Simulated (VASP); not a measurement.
# W3O in VASP: notebook, part 2 of 2

VASP 6.6.1.

**3. Relaxation of the atoms, PBE**

INCAR

```
SYSTEM = W3O
PREC = Accurate
ENCUT = 520
EDIFF = 1E-6
ISMEAR = 0
SIGMA = 0.1
LREAL = .FALSE.
LASPH = .TRUE.
NELM = 60
ALGO = Fast
ISIF = 2
LWAVE = .FALSE.
LCHARG = .FALSE.
LDIPOL = .TRUE.
IDIPOL = 3
DIPOL = 0.5 0.5 0.360
GGA = PE
IBRION = 2
NSW = 36
EDIFFG = -0.025
```

KPOINTS

```
Automatic mesh
0
G
  10 10 1
  0 0 0
```

POSCAR

```
W3O
1.0
    2.7571643597      0.0000000000      0.0000000000
   -0.9190547866      2.5994794874      0.0000000000
    0.0000000000      0.0000000000     19.8562161029
W O
3 1
Selective dynamics
Direct
    0.5000000000      0.5000000000      0.2014482507  F F F
    0.0000000000      0.0000000000      0.3111437107  F F F
    0.5000000000      0.5000000000      0.4208362792  F F F
    0.5000000000      0.6666666667      0.5084662682  F F T
```

Potentials or basis: VASP PAW PBE potentials, release 64 (W_sv, O).

Run with:

```bash
$ cat potpaw_PBE.64/W_sv/POTCAR potpaw_PBE.64/O/POTCAR > POTCAR
$ mpirun -np 1 vasp_std > vasp.out
```

OUTCAR:

```text
SYSTEM = W3O
   PREC = Accurate
   ENCUT = 520
   EDIFF = 1E-6
   ISMEAR = 0
   LREAL = .FALSE.
   LASPH = .TRUE.
   NELM = 60
   ISIF = 2
   GGA = PE
   IBRION = 2
   NSW = 36
   EDIFFG = -0.025

 ion  position               nearest neighbor table
   1  0.500  0.500  0.201-   2 2.70   2 2.70   2 3.13   2 3.13
   2  0.000  0.000  0.311-   3 2.70   3 2.70   1 2.70   1 2.70   3 3.13   3 3.13   1 3.13   1 3.13

   3  0.500  0.500  0.421-   4 1.80   2 2.70   2 2.70   2 3.13   2 3.13
   4  0.500  0.667  0.508-   3 1.80

  LATTYP: Found a base centered orthorhombic cell.
 ALAT       =     3.1836991705
 B/A-ratio  =     1.4142135624
 C/A-ratio  =     6.2368380427

  Lattice vectors:

 A1 = (   2.7571643597,   0.0000000000,   0.0000000000)
 A2 = (  -0.9190547866,   2.5994794874,   0.0000000000)
 A3 = (   0.0000000000,   0.0000000000,  19.8562161029)

Analysis of symmetry for initial positions (statically):
=====================================================================
 Subroutine PRICEL returns:
 Original cell was already a primitive cell.

 Routine SETGRP: Setting up the symmetry group for a
 base centered orthorhombic supercell.

 Subroutine GETGRP returns: Found  1 space group operations
 (whereof  1 operations were pure point group operations)
 out of a pool of  8 trial point group operations.

The static configuration has the point symmetry C_1 .

Analysis of symmetry for dynamics (positions and initial velocities):
=====================================================================
 Subroutine PRICEL returns:
 Original cell was already a primitive cell.

 Routine SETGRP: Setting up the symmetry group for a
 base centered orthorhombic supercell.

 Subroutine GETGRP returns: Found  1 space group operations
 (whereof  1 operations were pure point group operations)
[... 153 lines left out ...]
 RMM-DIIS sequential band-by-band and
 Gauss-broadening in eV      SIGMA  =   0.10
  energy-cutoff  :      520.00
  volume of cell :      142.31
 maximum number of plane-waves:      3862
 NGX is ok and might be reduce to    24
   NGX = 11   NGY = 11   NGZ = 73

 dipolmoment           0.000000      0.000000     -0.030541 electrons x Angstroem

--------------------------------------- Ionic step        1  -------------------------------------------

 number of electron      48.0000001 magnetization

 Free energy of the ion-electron system (eV)
  ---------------------------------------------------
  ext. energy  EPLUGINS =         0.00000000
  ---------------------------------------------------
  free energy    TOTEN  =       -42.94131841 eV

  energy without entropy =      -42.92490766  energy(sigma->0) =      -42.93311304

------------------------ aborting loop because EDIFF is reached ----------------------------------------

  FORCE on cell =-STRESS in cart. coord.  units (eV):
  Direction    XX          YY          ZZ          XY          YZ          ZX
  --------------------------------------------------------------------------------------
  -------------------------------------------------------------------------------------
  Total        1.7791352      1.4514830     -1.1689018     -0.3095990     -0.2103633      0.0765668
  in kB       20.0296795     16.3409380    -13.1596113     -3.4854955     -2.3682906      0.8619969
  external PRESSURE =       7.7370021 kB  Pullay stress =       0.0000000 kB
[... 63 lines left out ...]
--------------------------------------- Ionic step        3  -------------------------------------------

 number of electron      48.0000001 magnetization

 dipolmoment           0.000000      0.000000      0.113278 electrons x Angstroem

 Free energy of the ion-electron system (eV)
  ---------------------------------------------------
  ext. energy  EPLUGINS =         0.00000000
  ---------------------------------------------------
  free energy    TOTEN  =       -43.00844182 eV

  energy without entropy =      -42.99189517  energy(sigma->0) =      -43.00016849

 E-fermi :   0.1649     XC(G=0):  -6.0670

 val. band max:        0.1468167513   @ k =   0.2000  -0.4000   0.0000
 cond. band min:       0.1887001602   @ k =   0.1000   0.4000   0.0000
 fundamental gap:      0.0418834089
 Fermi energy:         0.1648763849

 k-point     1 :       0.0000    0.0000    0.0000
  band No.  band energies     occupation
      1     -74.3404      2.00000
      2     -73.9162      2.00000
      3     -73.8356      2.00000
      4     -39.1079      2.00000
      5     -38.4871      2.00000
      6     -38.2506      2.00000
[... 733 lines left out ...]
     27       1.5355      0.00000
     28       2.1069      0.00000

 [... further k-points ...]

------------------------ aborting loop because EDIFF is reached ----------------------------------------

 vacuum level on the upper side and lower side of the slab       (xc-potential included)         1.384        -1.399

  FORCE on cell =-STRESS in cart. coord.  units (eV):
  Direction    XX          YY          ZZ          XY          YZ          ZX
  --------------------------------------------------------------------------------------
  -------------------------------------------------------------------------------------
  Total        1.9838770      1.9453448      2.8617262     -0.3559726      0.5217371     -0.1499805
  in kB       22.3346830     21.9008836     32.2175952     -4.0075742      5.8737671     -1.6884947
  external PRESSURE =      25.4843872 kB  Pullay stress =       0.0000000 kB
[... 19 lines left out ...]
  FREE ENERGIE OF THE ION-ELECTRON SYSTEM (eV)
  ---------------------------------------------------
  free  energy   TOTEN  =       -43.0084418156 eV

  energy  without entropy=      -42.9918951741  energy(sigma->0) =      -43.00016849

 reached required accuracy - stopping structural energy minimisation

 vacuum level on the upper side and lower side of the slab         7.846         4.985
```

OSZICAR:

```text
N       E                     dE             d eps       ncg     rms          rms(c)
DAV:   1     0.563453866212E+03    0.56345E+03   -0.30048E+04  3448   0.166E+03
DAV:   2    -0.168895726181E+02   -0.58034E+03   -0.57071E+03  3500   0.495E+02
DAV:   3    -0.460284517490E+02   -0.29139E+02   -0.27984E+02  3480   0.108E+02
[... 70 lines left out ...]
RMM:  12    -0.430084266500E+02   -0.13053E-04   -0.55282E-05  2054   0.829E-03    0.236E-03
RMM:  13    -0.430084369032E+02   -0.10253E-04   -0.28387E-05  1959   0.675E-03    0.130E-03
RMM:  14    -0.430084400550E+02   -0.31519E-05   -0.18435E-05  1601   0.418E-03    0.110E-03
RMM:  15    -0.430084411784E+02   -0.11233E-05   -0.88625E-06  1291   0.320E-03    0.690E-04
RMM:  16    -0.430084418156E+02   -0.63724E-06   -0.62806E-06  1025   0.248E-03
   3 F= -.43008442E+02 E0= -.43000168E+02  d E =-.671234E-01
```

Run time: 24 min. Hardware: 1 thread of Oxide Virtual Turin-like, shared host; peak memory 0.37 GiB.

What came out:

| Quantity | Value |
| --- | --- |
| Free energy | -43.0084 eV |
| Energy gained by relaxing | 16.8 meV/atom |
| Ionic steps | 3 |
| Band gap on the k mesh | zero (bands 24 and 25 overlap by 1.59 eV) |

The path:
```tsv
step	energy change (eV)	largest force on free atoms (eV/Å)	pressure (GPa)
1	0.0000	2.2046	0.77
2	-0.0106	2.4268	4.36
3	-0.0671	0.0005	2.55
```

Final structure:
```
W O
1.0
     2.75716    0.00000    0.00000
    -0.91905    2.59948    0.00000
     0.00000    0.00000   19.85622
W O
3 1
Direct
  0.50000 0.50000 0.20145
  0.00000 0.00000 0.31114
  0.50000 0.50000 0.42084
  0.50000 0.66667 0.50555
```

Caveat: spin-orbit coupling is left out, which moves the levels of the heavy elements.
